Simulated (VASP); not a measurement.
# GaAs (F-43m) in VASP: notebook, part 2 of 2

VASP 6.6.1. Earlier steps stand in the parts before.

## Step 3: Vibrations by perturbation theory, PBE

This run uses another cell than the first one, of 22.38 Å³/atom.

INCAR reads:

```
SYSTEM = GaAs
  PREC = Accurate
  ENCUT = 520
  EDIFF = 1E-8
  ISMEAR = 0
  SIGMA = 0.01
  LREAL = .False.
  LASPH = .True.
  NELM = 100
  ALGO = Normal
  ISIF = 2
  LWAVE = .False.
  LCHARG = .True.
  GGA = PE
  IBRION = 8
  NSW = 1
  LEPSILON = .True.
```

KPOINTS reads:

```
Automatic mesh
0
Gamma
  12 12 12
  0 0 0
```

POSCAR reads:

```
GaAs
1.0
    0.0000000000      2.8181076873      2.8181076873
    2.8181076873      0.0000000000      2.8181076873
    2.8181076873      2.8181076873      0.0000000000
Ga As
1 1
Direct
    0.0000000000      0.0000000000      0.0000000000
    0.7500000000      0.7500000000      0.7500000000
```

Potentials or basis: VASP PAW PBE potentials, release 64 (Ga_d, As).

Run with:

```
> cat potpaw_PBE.64/Ga_d/POTCAR potpaw_PBE.64/As/POTCAR > POTCAR
> mpirun -np 1 vasp_std > vasp.out
```

OUTCAR:

```text
SYSTEM = GaAs
   PREC = Accurate
   ENCUT = 520
   EDIFF = 1E-8
   ISMEAR = 0
   LREAL = .False.
   LASPH = .True.
   NELM = 100
   ISIF = 2
   GGA = PE
   IBRION = 8
   NSW = 1
   LEPSILON = .True.

 ion  position               nearest neighbor table
   1  0.000  0.000  0.000-   2 2.44   2 2.44   2 2.44   2 2.44
   2  0.750  0.750  0.750-   1 2.44   1 2.44   1 2.44   1 2.44

  LATTYP: Found a face centered cubic cell.
 ALAT       =     5.6362153746

  Lattice vectors:

 A1 = (   0.0000000000,   2.8181076873,   2.8181076873)
 A2 = (   2.8181076873,   0.0000000000,   2.8181076873)
 A3 = (   2.8181076873,   2.8181076873,   0.0000000000)

Analysis of symmetry for initial positions (statically):
=====================================================================
 Subroutine PRICEL returns:
 Original cell was already a primitive cell.

 Routine SETGRP: Setting up the symmetry group for a
 face centered cubic supercell.

 Subroutine GETGRP returns: Found 24 space group operations
 (whereof 24 operations were pure point group operations)
 out of a pool of 48 trial point group operations.

The static configuration has the point symmetry T_d .

Analysis of symmetry for dynamics (positions and initial velocities):
=====================================================================
 Subroutine PRICEL returns:
 Original cell was already a primitive cell.

 Routine SETGRP: Setting up the symmetry group for a
 face centered cubic supercell.
[... 643 lines left out ...]

 PIEZOELECTRIC TENSOR (including local field effects)  for field in x, y, z        (C/m^2)
          XX          YY          ZZ          XY          YZ          ZX
  --------------------------------------------------------------------------------
  x     0.00000     0.00000     0.00000     0.00000     0.82913     0.00000
  y    -0.00000    -0.00000     0.00000     0.00000     0.00000     0.82913
  z    -0.00000     0.00000    -0.00000     0.82913     0.00000     0.00000

 BORN EFFECTIVE CHARGES (including local field effects) (in |e|, cummulative output)
 ---------------------------------------------------------------------------------
 ion    1
    1     2.12595     0.00000     0.00000
    2     0.00000     2.12595     0.00000
    3     0.00000     0.00000     2.12595
 ion    2
    1    -2.12595     0.00000     0.00000
    2     0.00000    -2.12595     0.00000
    3     0.00000     0.00000    -2.12595

 INTERNAL STRAIN TENSOR FOR ION    2 for displacements in x,y,z  (eV/Angst):
          X           Y           Z          XY          YZ          ZX
  --------------------------------------------------------------------------------
  x    -0.00000     0.00000     0.00000     0.00000     8.03533     0.00000
  y     0.00000    -0.00000     0.00000     0.00000     0.00000     8.03533
  z     0.00000     0.00000    -0.00000     8.03533     0.00000     0.00000

 SECOND DERIVATIVES (NOT SYMMETRIZED)
 ------------------------------------
               1X          1Y          1Z          2X          2Y          2Z
  1X    -9.782135    0.000000    0.000000    9.782135    0.000000    0.000000
  1Y     0.000000   -9.782135    0.000000    0.000000    9.782135    0.000000
  1Z     0.000000    0.000000   -9.782135    0.000000    0.000000    9.782135
  2X     9.761304    0.000000    0.000000   -9.761304    0.000000    0.000000
  2Y     0.000000    9.761304    0.000000    0.000000   -9.761304    0.000000
  2Z     0.000000    0.000000    9.761304    0.000000    0.000000   -9.761304

 Eigenvectors and eigenvalues of the dynamical matrix
 ----------------------------------------------------

   1 f  =    8.132117 THz    51.095596 2PiTHz  271.258215 cm-1    33.631717 meV
             X         Y         Z           dx          dy          dz
      0.000000  0.000000  0.000000     0.000000    0.720072    0.000000
      4.227162  4.227162  4.227162     0.000000   -0.693899    0.000000
[... 21 lines left out ...]
   6 f/i=    0.004331 THz     0.027213 2PiTHz    0.144472 cm-1     0.017912 meV
             X         Y         Z           dx          dy          dz
      0.000000  0.000000  0.000000     0.000000    0.000000   -0.693899
      4.227162  4.227162  4.227162     0.000000    0.000000   -0.720072

--------------------------------------------------------------------------------------------------------

 MACROSCOPIC STATIC DIELECTRIC TENSOR IONIC CONTRIBUTION
 ------------------------------------------------------
           1.869811     0.000000    -0.000000
           0.000000     1.869811    -0.000000
          -0.000000    -0.000000     1.869811
 ------------------------------------------------------

 ELASTIC MODULI CONTR FROM IONIC RELAXATION (kBar)
 Direction    XX          YY          ZZ          XY          YZ          ZX
 --------------------------------------------------------------------------------
 XX          -0.0000      0.0000      0.0000     -0.0000      0.0000     -0.0000
 YY           0.0000     -0.0000     -0.0000     -0.0000     -0.0000      0.0000
 ZZ           0.0000     -0.0000     -0.0000     -0.0000     -0.0000     -0.0000
 XY          -0.0000     -0.0000     -0.0000   -234.5140      0.0000      0.0000
 YZ           0.0000     -0.0000     -0.0000      0.0000   -234.5140     -0.0000
 ZX          -0.0000      0.0000     -0.0000      0.0000     -0.0000   -234.5140
 --------------------------------------------------------------------------------

 PIEZOELECTRIC TENSOR IONIC CONTR  for field in x, y, z        (C/m^2)
          XX          YY          ZZ          XY          YZ          ZX
  --------------------------------------------------------------------------------
  x     0.00000    -0.00000    -0.00000     0.00000    -0.62310    -0.00000
  y    -0.00000     0.00000    -0.00000     0.00000    -0.00000    -0.62310
  z    -0.00000    -0.00000    -0.00000    -0.62310     0.00000     0.00000
```

stdout:

```text
POSCAR found type information on POSCAR GaAs
 POSCAR found :  2 types and       2 ions
 scaLAPACK will be used
 LDA part: xc-table for (Slater+PW92), standard interpolation
 POSCAR, INCAR and KPOINTS ok, starting setup
 FFT: planning ... GRIDC
 FFT: planning ... GRID_SOFT
 FFT: planning ... GRID
 WAVECAR not read
 entering main loop
[... 24 lines left out ...]
 dielectric tensor                  component  3 :     2.991     2.915    16.156
 Linear response DOF=           2
 Linear response progress:
 first order change of Fermi-energy   0.26674E-03
 force on displaced ion       1 direction 1 :  -9.782  -0.000  -0.000
 Born effective charge ion    1 direction 1 :   2.095   0.000   0.000
 Linear response progress:
 first order change of Fermi-energy  -0.16301E-03
 force on displaced ion       2 direction 1 :  -9.761   0.000   0.000
 Born effective charge ion    2 direction 1 :  -2.149   0.000   0.000
 Born effective charges drift removed
 Linear response finished
```

Wall time 36 min (1 thread of AMD EPYC 7R43 (Zen 3), shared host); peak memory 0.47 GiB.

What came out:

```yaml
Electronic_dielectric_tensor_diagonal: 16.16
Born_charges_mean_of_the_diagonal: Ga +2.13; As -2.13 e
Highest_phonon_frequency_at_Γ_LO-TO_splitting_left_out: 271 cm⁻¹
```

Phonon frequencies in cm⁻¹ (negative: imaginary):
| q point | frequencies |
| --- | --- |
| (0.000, 0.000, 0.000) | 0 0 0 271 271 271 |

Electronic dielectric tensor:
```
16.16  0.00  0.00
 0.00 16.16  0.00
 0.00  0.00 16.16
```

Born effective charge tensors (e):
atom 1, Ga
```
2.13 0.00 0.00
0.00 2.13 0.00
0.00 0.00 2.13
```
atom 2, As
```
-2.13  0.00  0.00
 0.00 -2.13  0.00
 0.00  0.00 -2.13
```

Caveat: the cell stands under pressure or tension, which shifts response properties.

## Step 4: Elastic constants, PBE

This run uses another cell than the first one, of 23.71 Å³/atom.

INCAR reads:

```
SYSTEM = GaAs
ALGO = Normal
EDIFF = 1E-8
ENCUT = 600
GGA = PE
IBRION = 6
ISIF = 3
ISMEAR = 0
LASPH = .True.
LCHARG = .True.
LREAL = .False.
LWAVE = .False.
NELM = 80
NFREE = 2
NSW = 1
POTIM = 0.015
PREC = Accurate
SIGMA = 0.02
```

KPOINTS reads:

```
k-points
0
Gamma
  12 12 12
  0 0 0
```

POSCAR reads:

```
GaAs
1.0
    0.0000000000      2.8726922825      2.8726922825
    2.8726922825      0.0000000000      2.8726922825
    2.8726922825      2.8726922825      0.0000000000
Ga As
1 1
Direct
    0.0000000000      0.0000000000      0.0000000000
    0.2500000000      0.2500000000      0.2500000000
```

Run with:

```
> cat potpaw_PBE.64/Ga_d/POTCAR potpaw_PBE.64/As/POTCAR > POTCAR
> mpirun -np 1 vasp_std > vasp.out
```

Run time: 29 min. Hardware: 1 thread of AMD EPYC 7R13 (Zen 3), shared host; peak memory 0.68 GiB.

Results (log left out):

* Elastic constants C11, C12, C44: 99, 42, 51 GPa
* Voigt bulk modulus: 61 GPa
* Highest phonon frequency at Γ, LO-TO splitting left out: 253 cm⁻¹

Phonon frequencies in cm⁻¹ (negative: imaginary):
```tsv
q point	frequencies
(0.000, 0.000, 0.000)	0 0 0 253 253 253
```

Elastic tensor in Voigt notation (GPa, in the Cartesian axes of the cell as first typed):
```
99 42 42  0  0  0
42 99 42  0  0  0
42 42 99  0  0  0
 0  0  0 51  0  0
 0  0  0  0 51  0
 0  0  0  0  0 51
```

Clamped-ion elastic tensor (GPa):
```
99 42 42  0  0  0
42 99 42  0  0  0
42 42 99  0  0  0
 0  0  0 67  0  0
 0  0  0  0 67  0
 0  0  0  0  0 67
```
